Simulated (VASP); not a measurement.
# CdO (Monteponite) (Fm-3m) in VASP: further runs, part 2 of 2

VASP 6.6.1. Earlier steps stand in the parts before.

### 3 Relaxation of volume and atoms at fixed shape, PBEsol

This run uses another cell than the first one, of 12.97 Å³/atom, 1.005 times its volume.

File INCAR:

```
SYSTEM = CdO
PREC     = Accurate       ! precision mode
ENCUT    = 600            ! plane-wave cutoff, eV
EDIFF    = 1E-7           ! SCF threshold, eV
ISMEAR   = -1             ! smearing method
SIGMA    = 0.02           ! smearing width, eV
LREAL    = .False.        ! projectors in reciprocal space
LASPH    = .True.         ! aspherical terms in the spheres
NELM     = 120            ! most SCF steps
ALGO     = Normal         ! electronic algorithm
ISIF     = 8              ! what is computed and relaxed
LWAVE    = .False.        ! write WAVECAR
LCHARG   = .False.        ! write CHGCAR
GGA      = PS             ! functional
IBRION   = 2              ! ionic algorithm
NSW      = 80             ! ionic steps
EDIFFG   = -0.02          ! ionic threshold
GGA_COMPAT= .False.      
NELMIN   = 4
```

File KPOINTS:

```
regular mesh
0
Gamma
  8 8 8
  0 0 0
```

File POSCAR:

```
CdO
1.0
    0.0000000000      2.3495000000      2.3495000000
    2.3495000000      0.0000000000      2.3495000000
    2.3495000000      2.3495000000      0.0000000000
Cd O
1 1
Direct
    0.0000000000      0.0000000000      0.0000000000
    0.5000000000      0.5000000000      0.5000000000
```

Potentials or basis: VASP PAW PBE potentials, release 64 (Cd, O).

Run with:

```console
> cat potpaw_PBE.64/Cd/POTCAR potpaw_PBE.64/O/POTCAR > POTCAR
> mpirun -np 1 vasp_std > vasp.out
```

OUTCAR:

```text
SYSTEM = CdO
   PREC = Accurate
   ENCUT = 600
   EDIFF = 1E-7
   ISMEAR = -1
   LREAL = .False.
   LASPH = .True.
   NELM = 120
   ISIF = 8
   GGA = PS
   IBRION = 2
   NSW = 80
   EDIFFG = -0.02
   NELMIN = 4

 ion  position               nearest neighbor table
   1  0.000  0.000  0.000-   2 2.35   2 2.35   2 2.35   2 2.35   2 2.35   2 2.35
   2  0.500  0.500  0.500-   1 2.35   1 2.35   1 2.35   1 2.35   1 2.35   1 2.35

  LATTYP: Found a face centered cubic cell.
 ALAT       =     4.6990000000

  Lattice vectors:

 A1 = (   0.0000000000,   2.3495000000,   2.3495000000)
 A2 = (   2.3495000000,   0.0000000000,   2.3495000000)
 A3 = (   2.3495000000,   2.3495000000,   0.0000000000)

Analysis of symmetry for initial positions (statically):
[... 258 lines left out ...]
 cond. band min:       2.7087184302   @ k =   0.1250   0.0000   0.0000
 fundamental gap:      0.8634520153
 Fermi energy:         1.8885529290

 k-point     1 :       0.0000    0.0000    0.0000
  band No.  band energies     occupation
      1     -15.4513      2.00000
      2      -4.8071      2.00000
      3      -4.8071      2.00000
      4      -4.8071      2.00000
      5      -4.5050      2.00000
      6      -4.5050      2.00000
      7       0.4977      2.00000
      8       0.4977      2.00000
      9       0.4977      2.00000
     10       1.3071      2.00000
     11      16.6092      0.00000
     12      18.7035      0.00000
     13      18.7035      0.00000
[... 354 lines left out ...]
  band No.  band energies     occupation
      1     -14.6610      2.00000
      2      -5.4321      2.00000
      3      -5.1267      2.00000
      4      -5.1228      2.00000
      5      -4.2499      2.00000
      6      -4.2400      2.00000
      7      -1.8256      2.00000
      8       0.2405      2.00000
      9       1.2098      2.00000
     10       8.0876      0.00000
     11       8.4392      0.00000
     12      11.5867      0.00000
     13      13.8751      0.00000

 [... further k-points ...]
[... 5 lines left out ...]
  --------------------------------------------------------------------------------------
  -------------------------------------------------------------------------------------
  Total       -0.0006722     -0.0006722     -0.0006722     -0.0000000      0.0000000     -0.0000000
  in kB       -0.0413586     -0.0413586     -0.0413586     -0.0000000      0.0000000     -0.0000000
  external PRESSURE =      -0.0413586 kB  Pullay stress =       0.0000000 kB
[... 17 lines left out ...]
  FREE ENERGIE OF THE ION-ELECTRON SYSTEM (eV)
  ---------------------------------------------------
  free  energy   TOTEN  =        -8.5065157436 eV

  energy  without entropy=       -8.5062252098  energy(sigma->0) =       -8.50637048

 reached required accuracy - stopping structural energy minimisation
```

OSZICAR:

```text
N       E                     dE             d eps       ncg     rms          rms(c)
DAV:   1     0.128726328782E+03    0.12873E+03   -0.11599E+04   802   0.159E+03
DAV:   2    -0.533179695307E+01   -0.13406E+03   -0.12538E+03   814   0.353E+02
DAV:   3    -0.100596837764E+02   -0.47279E+01   -0.47114E+01   849   0.737E+01
[... 23 lines left out ...]
DAV:   3    -0.850652620506E+01    0.90158E-04   -0.23705E-04   824   0.301E-01    0.779E-02
DAV:   4    -0.850651739177E+01    0.88133E-05   -0.23056E-05   764   0.515E-02    0.460E-02
DAV:   5    -0.850651553363E+01    0.18581E-05   -0.24819E-06   779   0.197E-02    0.360E-03
DAV:   6    -0.850651575023E+01   -0.21660E-06   -0.28609E-07   684   0.763E-03    0.174E-03
DAV:   7    -0.850651574360E+01    0.66259E-08   -0.29554E-08   377   0.217E-03
   3 F= -.85065157E+01 E0= -.85063705E+01  d E =-.171476E-03
```

CONTCAR:

```text
CdO
   1.00000000000000
     0.0000000000000000    2.3525140852085462    2.3525140852085462
     2.3525140852085462    0.0000000000000000    2.3525140852085462
     2.3525140852085462    2.3525140852085462    0.0000000000000000
  Cd              O
     1     1
Direct
     0.0000000000000000    0.0000000000000000    0.0000000000000000
     0.5000000000000000    0.5000000000000000    0.5000000000000000

  0.00000000E+00  0.00000000E+00  0.00000000E+00
  0.00000000E+00  0.00000000E+00  0.00000000E+00
```

Run time: 42 s. Hardware: 1 thread of AMD EPYC 7R43 (Zen 3), shared host; peak memory 0.13 GiB.

What came out:

| Property | Result |
| --- | --- |
| Free energy | -8.5065 eV |
| Relaxed volume | 13.02 Å³/atom |
| Relaxed cell | a = 3.327 Å, b = 3.327 Å, c = 3.327 Å, α = 60.00°, β = 60.00°, γ = 60.00° |
| Space group after relaxing (to 0.05 Å) | Fm-3m (No. 225) |
| Energy gained by relaxing | 0.1 meV/atom |
| Ionic steps | 3 |
| Pressure after relaxing | 0.0 GPa |
| Band gap on the k mesh | zero (band 9 reaches 1.85 eV, above the bottom of band 10 at 1.31 eV) |

Step by step:
```
step  energy change (eV)  largest force (eV/Å)  pressure (GPa)  volume (Å³)
   1              0.0000                0.0000            0.54        25.94
   2             -0.0001                0.0000           -0.37        26.10
   3             -0.0002                0.0000            0.00        26.04
```

Final structure:
```
Cd O
1.0
     0.00000    2.35251    2.35251
     2.35251    0.00000    2.35251
     2.35251    2.35251    0.00000
Cd O
1 1
Direct
  0.00000 0.00000 0.00000
  0.50000 0.50000 0.50000
```

Levels at points of the mesh, in eV from the Fermi level:
| k point | band 7 | band 8 | band 9 | band 10 | band 11 | band 12 |
| --- | --- | --- | --- | --- | --- | --- |
| (0.00, 0.00, 0.00) | -1.39 | -1.39 | -1.39 | -0.58 | 14.72 | 16.81 |
| (0.50, 0.00, 0.00) | -3.87 | -0.04 | -0.04 | 4.24 | 7.17 | 11.74 |
| (0.50, 0.50, 0.00) | -4.43 | -2.38 | -2.38 | 3.71 | 8.38 | 11.00 |

Caveat: the PAW data sets were made with another functional, which shifts forces and pressure a little.
